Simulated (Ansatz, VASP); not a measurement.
**One calculation of BN, two programs**

The input INCAR:

```
ALGO = Normal ; EDIFF = 1E-6
ENCUT = 600 ; GGA = PE
GGA_COMPAT = False ; ISIF = 2
ISMEAR = 0 ; LASPH = True
LCHARG = False ; LREAL = False
LWAVE = False ; NBANDS = 16
NELM = 120 ; PREC = Accurate
SIGMA = 0.01
```

The input KPOINTS:

```
k-points
0
Gamma
  8 8 4
```

POSCAR

```
BN
1.0
    2.5017255282      0.0000000000      0.0000000000
   -1.2508627641      2.1665578568      0.0000000000
    0.0000000000      0.0000000000      4.1422498000
B N
2 2
Direct
    0.6666666667      0.3333333333      0.0000000000
    0.3333333333      0.6666666667      0.5000000000
    0.6666666667      0.3333333333      0.3750000000
    0.3333333333      0.6666666667      0.8750000000
```

Input for Ansatz:

```yaml
crystal:
  lattice:
    - [2.501725528200829, 0.0, 0.0]
    - [-1.2508627641004144, 2.166557856774649, 0.0]
    - [0.0, 0.0, 4.142249800045457]
  atoms:
    - { symbol: B, position: [0.6666666666666666, 0.3333333333333333, 0.0] }
    - { symbol: B, position: [0.3333333333333333, 0.6666666666666666, 0.5] }
    - { symbol: "N", position: [0.6666666666666666, 0.3333333333333333, 0.375] }
    - { symbol: "N", position: [0.3333333333333333, 0.6666666666666666, 0.875] }
basis:
  ecutwfc: 571.4391111657479
kpoints:
  mp_grid:
    grid: [8, 8, 4]
hamiltonian:
  xc: pbe
  pseudopotentials:
    kind: paw
scf:
  convergence:
    dr2_threshold: 1.0e-08
  occupations:
    method: fixed
output:
  stress: true
```

Alike in both runs: task single point; functional PBE; k mesh 8 × 8 × 4; no spin polarisation.

|  | VASP | Ansatz |
| --- | --- | --- |
| version | VASP 6.6.1 | Ansatz 0.2.0 |
| potentials or method | VASP PAW PBE potentials, release 64 (B, N), cutoff 600 eV | plane waves, PAW |
| occupations | gaussian, width 0.01 eV | fixed |
| valence electrons in the cell | 16 | 16 |

```csv
,VASP,Ansatz,Ansatz less VASP
pressure (GPa),25.7,25.6,-0.10
"traceless stress, the component that is largest in VASP (GPa)",-0.80,-0.79,+0.014
```

Ansatz's warnings: stress scf threshold loose.
